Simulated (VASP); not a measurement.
# Be6Tl (Pm-3m) in VASP: notebook, part 2 of 2

VASP 6.6.1. The steps go on from the part before.

## Step 3: Single point, PBE

INCAR reads:

```
PREC = Accurate ; ENCUT = 520
EDIFF = 1E-7 ; ISMEAR = 0
SIGMA = 0.1 ; LREAL = F
LASPH = T ; NELM = 100
ALGO = Fast ; ISIF = 2
LWAVE = F ; LCHARG = F
GGA = PE ; NBANDS = 22
```

KPOINTS reads:

```
Automatic mesh
0
Gamma
  8 8 8
```

POSCAR reads:

```
Be6Tl
1.0
    4.7360833895      0.0000000000      0.0000000000
    0.0000000000      4.7360833895      0.0000000000
    0.0000000000      0.0000000000      4.7360833895
Be Tl
6 1
Direct
    0.0000000000      0.5000000000      0.5000000000
    0.5000000000      0.0000000000      0.5000000000
    0.5000000000      0.5000000000      0.0000000000
    0.5000000000      0.0000000000      0.0000000000
    0.0000000000      0.5000000000      0.0000000000
    0.0000000000      0.0000000000      0.5000000000
    0.0000000000      0.0000000000      0.0000000000
```

Potentials or basis: VASP PAW PBE potentials, release 64 (Be, Tl_d).

Run with:

```bash
$ cat potpaw_PBE.64/Be/POTCAR potpaw_PBE.64/Tl_d/POTCAR > POTCAR
$ mpirun -np 1 vasp_std > vasp.out
```

OUTCAR:

```text
PREC = Accurate
   ENCUT = 520
   EDIFF = 1E-7
   ISMEAR = 0
   LREAL = F
   LASPH = T
   NELM = 100
   ISIF = 2
   GGA = PE

 ion  position               nearest neighbor table
   1  0.000  0.500  0.500-   5 2.37   6 2.37   5 2.37   6 2.37
   2  0.500  0.000  0.500-   4 2.37   6 2.37   4 2.37   6 2.37
   3  0.500  0.500  0.000-   4 2.37   5 2.37   4 2.37   5 2.37
   4  0.500  0.000  0.000-   2 2.37   3 2.37   7 2.37   2 2.37   3 2.37   7 2.37
   5  0.000  0.500  0.000-   1 2.37   3 2.37   7 2.37   1 2.37   7 2.37   3 2.37
   6  0.000  0.000  0.500-   1 2.37   2 2.37   7 2.37   7 2.37   1 2.37   2 2.37
   7  0.000  0.000  0.000-   4 2.37   5 2.37   6 2.37   6 2.37   5 2.37   4 2.37

  LATTYP: Found a simple cubic cell.
 ALAT       =     4.7360833895

  Lattice vectors:

 A1 = (   4.7360833895,   0.0000000000,   0.0000000000)
 A2 = (   0.0000000000,   4.7360833895,   0.0000000000)
 A3 = (   0.0000000000,   0.0000000000,   4.7360833895)

Analysis of symmetry for initial positions (statically):
=====================================================================
 Subroutine PRICEL returns:
 Original cell was already a primitive cell.

 Routine SETGRP: Setting up the symmetry group for a
 simple cubic supercell.

 Subroutine GETGRP returns: Found 48 space group operations
[... 9 lines left out ...]

 Routine SETGRP: Setting up the symmetry group for a
 simple cubic supercell.

 Subroutine GETGRP returns: Found 48 space group operations
[... 11 lines left out ...]
                                     Primitive cell

  volume of cell :     106.2327

  direct lattice vectors                    reciprocal lattice vectors
     4.736083390  0.000000000  0.000000000     0.211144931  0.000000000  0.000000000
     0.000000000  4.736083390  0.000000000     0.000000000  0.211144931  0.000000000
     0.000000000  0.000000000  4.736083390     0.000000000  0.000000000  0.211144931

  length of vectors
     4.736083390  4.736083390  4.736083390     0.211144931  0.211144931  0.211144931

  position of ions in fractional coordinates (direct lattice)
     0.000000000  0.500000000  0.500000000
[... 113 lines left out ...]
   GGA     = PE    functional components
   LHFCALC =     F    Hartree Fock is set to
   AEXX    =    0.0000 exact exchange contribution
   IVDW    =     0    specifies the selected vdW correction
   LEPSILON=     F    determine dielectric tensor
   LRPA    =     F    only Hartree local field effects (RPA)
 non-spin polarized calculation
 RMM-DIIS sequential band-by-band and
 Gauss-broadening in eV      SIGMA  =   0.10
  energy-cutoff  :      520.00
  volume of cell :      106.23
 maximum number of plane-waves:      2897
 NGX is ok and might be reduce to    36
   NGX = 17   NGY = 17   NGZ = 17

 number of electron      24.9999999 magnetization

 Free energy of the ion-electron system (eV)
  ---------------------------------------------------
  ext. energy  EPLUGINS =         0.00000000
  ---------------------------------------------------
  free energy    TOTEN  =       -15.76246411 eV

  energy without entropy =      -15.74527588  energy(sigma->0) =      -15.75387000

 E-fermi :   4.0988     XC(G=0):  -9.2672

 val. band max:        4.0658608503   @ k =   0.2500   0.1250   0.0000
 cond. band min:       4.1313027026   @ k =   0.5000   0.3750   0.2500
 fundamental gap:      0.0654418523
 Fermi energy:         4.0987630432

 k-point     1 :       0.0000    0.0000    0.0000
  band No.  band energies     occupation
      1      -8.3638      2.00000
      2      -8.3638      2.00000
      3      -7.9451      2.00000
      4      -7.9451      2.00000
      5      -7.9451      2.00000
      6      -5.6921      2.00000
[... 589 lines left out ...]
     21       9.7205      0.00000
     22      11.2413      0.00000

 [... further k-points ...]

------------------------ aborting loop because EDIFF is reached ----------------------------------------

  FORCE on cell =-STRESS in cart. coord.  units (eV):
  Direction    XX          YY          ZZ          XY          YZ          ZX
  --------------------------------------------------------------------------------------
  -------------------------------------------------------------------------------------
  Total       -0.0210874     -0.0210874     -0.0210874     -0.0000000     -0.0000000      0.0000000
  in kB       -0.3180356     -0.3180356     -0.3180356     -0.0000000     -0.0000000      0.0000000
  external PRESSURE =      -0.3180356 kB  Pullay stress =       0.0000000 kB

 VOLUME and BASIS-vectors are now :
 -----------------------------------------------------------------------------
  energy-cutoff  :      520.00
  volume of cell :      106.23
      direct lattice vectors                 reciprocal lattice vectors
     4.736083390  0.000000000  0.000000000     0.211144931  0.000000000  0.000000000
     0.000000000  4.736083390  0.000000000     0.000000000  0.211144931  0.000000000
     0.000000000  0.000000000  4.736083390     0.000000000  0.000000000  0.211144931

 POSITION                                       TOTAL-FORCE (eV/Angst)
 -----------------------------------------------------------------------------------
      0.00000      2.36804      2.36804         0.000000      0.000000      0.000000
      2.36804      0.00000      2.36804         0.000000      0.000000      0.000000
      2.36804      2.36804      0.00000         0.000000      0.000000      0.000000
      2.36804      0.00000      0.00000         0.000000      0.000000      0.000000
      0.00000      2.36804      0.00000         0.000000      0.000000      0.000000
      0.00000      0.00000      2.36804         0.000000      0.000000      0.000000
      0.00000      0.00000      0.00000         0.000000      0.000000      0.000000
 -----------------------------------------------------------------------------------
    total drift:                               -0.000000     -0.000000     -0.000000

  FREE ENERGIE OF THE ION-ELECTRON SYSTEM (eV)
  ---------------------------------------------------
  free  energy   TOTEN  =       -15.7624641149 eV

  energy  without entropy=      -15.7452758770  energy(sigma->0) =      -15.75387000
```

OSZICAR:

```text
N       E                     dE             d eps       ncg     rms          rms(c)
DAV:   1     0.721327909568E+02    0.72133E+02   -0.10348E+04  1564   0.928E+02
DAV:   2    -0.137355997071E+02   -0.85868E+02   -0.83314E+02  1806   0.190E+02
DAV:   3    -0.163782262678E+02   -0.26426E+01   -0.25802E+01  2008   0.300E+01
DAV:   4    -0.164089445507E+02   -0.30718E-01   -0.30660E-01  1832   0.301E+00
DAV:   5    -0.164093363478E+02   -0.39180E-03   -0.39173E-03  1992   0.383E-01    0.905E+00
RMM:   6    -0.158711856427E+02    0.53815E+00   -0.84157E-01  1549   0.445E+00    0.609E+00
RMM:   7    -0.157682480331E+02    0.10294E+00   -0.45117E-01  1606   0.300E+00    0.194E+00
RMM:   8    -0.157628711982E+02    0.53768E-02   -0.46052E-02  1739   0.122E+00    0.114E-01
RMM:   9    -0.157625382393E+02    0.33296E-03   -0.26994E-03  1813   0.273E-01    0.111E-01
RMM:  10    -0.157624669789E+02    0.71260E-04   -0.55009E-04  1787   0.153E-01    0.225E-02
RMM:  11    -0.157624645635E+02    0.24154E-05   -0.10275E-04  1900   0.581E-02    0.233E-02
RMM:  12    -0.157624646688E+02   -0.10524E-06   -0.21258E-05  1831   0.271E-02    0.457E-03
RMM:  13    -0.157624641898E+02    0.47893E-06   -0.48055E-06  1930   0.128E-02    0.289E-03
RMM:  14    -0.157624641469E+02    0.42970E-07   -0.10680E-06  1729   0.515E-03    0.767E-04
RMM:  15    -0.157624641149E+02    0.32008E-07   -0.22658E-07  1335   0.247E-03
   1 F= -.15762464E+02 E0= -.15753870E+02  d E =-.171882E-01
```

Wall time 2.2 min (1 thread of Oxide Virtual Turin-like, shared host); peak memory 0.21 GiB.

What came out:

```
Free energy : -15.7625 eV
Pressure    : 0.0 GPa
```

Caveat: spin-orbit coupling is left out, which moves the levels of the heavy elements.

## Step 4: Relaxation of cell and atoms, PBE

This run uses another cell than the first one, of 14.99 Å³/atom, 0.988 times its volume.

INCAR reads:

```
PREC = Accurate
ENCUT = 600
EDIFF = 1E-6
ISMEAR = 0
SIGMA = 0.1
LREAL = False
LASPH = True
NELM = 80
ALGO = Normal
ISIF = 3
LWAVE = False
LCHARG = False
GGA = PE
IBRION = 2
NSW = 100
EDIFFG = -0.01
```

KPOINTS is that of step 3.

POSCAR, as its differences from that of step 3:

```diff
@@ -2,5 +2,5 @@
 1.0
-    4.7360833895      0.0000000000      0.0000000000
-    0.0000000000      4.7360833895      0.0000000000
-    0.0000000000      0.0000000000      4.7360833895
+    4.7168348022      0.0000000000      0.0000000000
+    0.0000000000      4.7168348022      0.0000000000
+    0.0000000000      0.0000000000      4.7168348022
 Be Tl
```

Potentials or basis: VASP PAW PBE potentials, release 64 (Be, Tl_d).

Run with:

```bash
$ cat potpaw_PBE.64/Be/POTCAR potpaw_PBE.64/Tl_d/POTCAR > POTCAR
$ mpirun -np 1 vasp_std > vasp.out
```

OUTCAR:

```text
PREC = Accurate
   ENCUT = 600
   EDIFF = 1E-6
   ISMEAR = 0
   LREAL = False
   LASPH = True
   NELM = 80
   ISIF = 3
   GGA = PE
   IBRION = 2
   NSW = 100
   EDIFFG = -0.01

 ion  position               nearest neighbor table
   1  0.000  0.500  0.500-   5 2.36   6 2.36   5 2.36   6 2.36
   2  0.500  0.000  0.500-   4 2.36   6 2.36   4 2.36   6 2.36
   3  0.500  0.500  0.000-   4 2.36   5 2.36   4 2.36   5 2.36
   4  0.500  0.000  0.000-   2 2.36   3 2.36   7 2.36   2 2.36   3 2.36   7 2.36
   5  0.000  0.500  0.000-   1 2.36   3 2.36   7 2.36   1 2.36   7 2.36   3 2.36
   6  0.000  0.000  0.500-   1 2.36   2 2.36   7 2.36   7 2.36   1 2.36   2 2.36
   7  0.000  0.000  0.000-   4 2.36   5 2.36   6 2.36   6 2.36   5 2.36   4 2.36

  LATTYP: Found a simple cubic cell.
 ALAT       =     4.7168348022

  Lattice vectors:

 A1 = (   4.7168348022,   0.0000000000,   0.0000000000)
[... 280 lines left out ...]

 E-fermi :   4.0993     XC(G=0):  -9.2675

 val. band max:        4.0663175198   @ k =   0.2500   0.1250   0.0000
 cond. band min:       4.1317650794   @ k =   0.5000   0.3750   0.2500
 fundamental gap:      0.0654475596
 Fermi energy:         4.0992912117

 k-point     1 :       0.0000    0.0000    0.0000
  band No.  band energies     occupation
      1      -8.3637      2.00000
      2      -8.3637      2.00000
      3      -7.9449      2.00000
      4      -7.9449      2.00000
      5      -7.9449      2.00000
      6      -5.6920      2.00000
[... 433 lines left out ...]
      3      -8.0190      2.00000
      4      -7.9857      2.00000
      5      -7.9800      2.00000
      6      -4.5626      2.00000
[... 8 lines left out ...]
     15       5.2893      0.00000
     16       5.6537      0.00000

 [... further k-points ...]

------------------------ aborting loop because EDIFF is reached ----------------------------------------

  FORCE on cell =-STRESS in cart. coord.  units (eV):
  Direction    XX          YY          ZZ          XY          YZ          ZX
  --------------------------------------------------------------------------------------
  -------------------------------------------------------------------------------------
  Total       -0.0070448     -0.0070448     -0.0070448     -0.0000000      0.0000000     -0.0000000
  in kB       -0.1062567     -0.1062567     -0.1062567     -0.0000000      0.0000000     -0.0000000
  external PRESSURE =      -0.1062567 kB  Pullay stress =       0.0000000 kB
[... 22 lines left out ...]
  FREE ENERGIE OF THE ION-ELECTRON SYSTEM (eV)
  ---------------------------------------------------
  free  energy   TOTEN  =       -15.7625389028 eV

  energy  without entropy=      -15.7453546490  energy(sigma->0) =      -15.75394678

 reached required accuracy - stopping structural energy minimisation
```

CONTCAR:

```text
Be6Tl
   1.00000000000000
     4.7359648057857466    0.0000000000000000   -0.0000000000000000
     0.0000000000000000    4.7359648057857466    0.0000000000000000
     0.0000000000000000    0.0000000000000000    4.7359648057857466
  Be              Tl
     6     1
Direct
     0.0000000000000000    0.5000000000000000    0.5000000000000000
     0.5000000000000000    0.0000000000000000    0.5000000000000000
     0.5000000000000000    0.5000000000000000    0.0000000000000000
     0.5000000000000000    0.0000000000000000    0.0000000000000000
     0.0000000000000000    0.5000000000000000    0.0000000000000000
     0.0000000000000000    0.0000000000000000    0.5000000000000000
     0.0000000000000000    0.0000000000000000    0.0000000000000000

  0.00000000E+00  0.00000000E+00  0.00000000E+00
  0.00000000E+00  0.00000000E+00  0.00000000E+00
  0.00000000E+00  0.00000000E+00  0.00000000E+00
  0.00000000E+00  0.00000000E+00  0.00000000E+00
  0.00000000E+00  0.00000000E+00  0.00000000E+00
  0.00000000E+00  0.00000000E+00  0.00000000E+00
  0.00000000E+00  0.00000000E+00  0.00000000E+00
```

It took 3.6 min on 1 thread of Oxide Virtual Turin-like, shared host; peak memory 0.26 GiB.

Results:

```
Free energy                            : -15.7625 eV
Relaxed volume                         : 15.17 Å³/atom
Relaxed cell                           : a = 4.736 Å, b = 4.736 Å, c = 4.736 Å, α = 90.00°, β = 90.00°, γ = 90.00°
Space group after relaxing (to 0.05 Å) : Pm-3m (No. 221)
Energy gained by relaxing              : 0.4 meV/atom
Ionic steps                            : 3
Pressure after relaxing                : 0.0 GPa
```

Step by step:
```
step  energy change (eV)  largest force (eV/Å)  pressure (GPa)  volume (Å³)
   1              0.0000                0.0000            0.70       104.94
   2             -0.0026                0.0000            0.14       105.93
   3             -0.0027                0.0000           -0.01       106.22
```

Final structure:
```yaml
crystal:
  lattice:
    - [4.73596, 0.00000, 0.00000]
    - [0.00000, 4.73596, 0.00000]
    - [0.00000, 0.00000, 4.73596]
  atoms:
    - { symbol: Be, position: [0.00000, 0.50000, 0.50000] }
    - { symbol: Be, position: [0.50000, 0.00000, 0.50000] }
    - { symbol: Be, position: [0.50000, 0.50000, 0.00000] }
    - { symbol: Be, position: [0.50000, 0.00000, 0.00000] }
    - { symbol: Be, position: [0.00000, 0.50000, 0.00000] }
    - { symbol: Be, position: [0.00000, 0.00000, 0.50000] }
    - { symbol: Tl, position: [0.00000, 0.00000, 0.00000] }
```

Caveat: spin-orbit coupling is left out, which moves the levels of the heavy elements.

## Step 5: The runs side by side

| task | cell | k mesh | cutoff (eV) | smearing | gap on the mesh (eV) | pressure (GPa) |
| --- | --- | --- | --- | --- | --- | --- |
| single point | a = 4.736 Å, 7 atoms | 6 × 6 × 6 | 520 | gaussian 0.2 eV | none | -0.1 |
| single point | a = 4.736 Å, 7 atoms | 8 × 8 × 8 | 520 | gaussian 0.1 eV | none | 0.0 |
| relaxation of cell and atoms | relaxed from a = 4.717 Å, 7 atoms | 8 × 8 × 8 | 600 | gaussian 0.1 eV | none | 0.0 |

Alike in all rows: level PBE; potentials or basis VASP PAW PBE potentials, release 64 (Be, Tl_d); no spin polarisation.

Caveats: spin-orbit coupling is left out, which moves the levels of the heavy elements.

Total energies depend on the potentials used, so only differences within one code and one set of settings carry meaning.
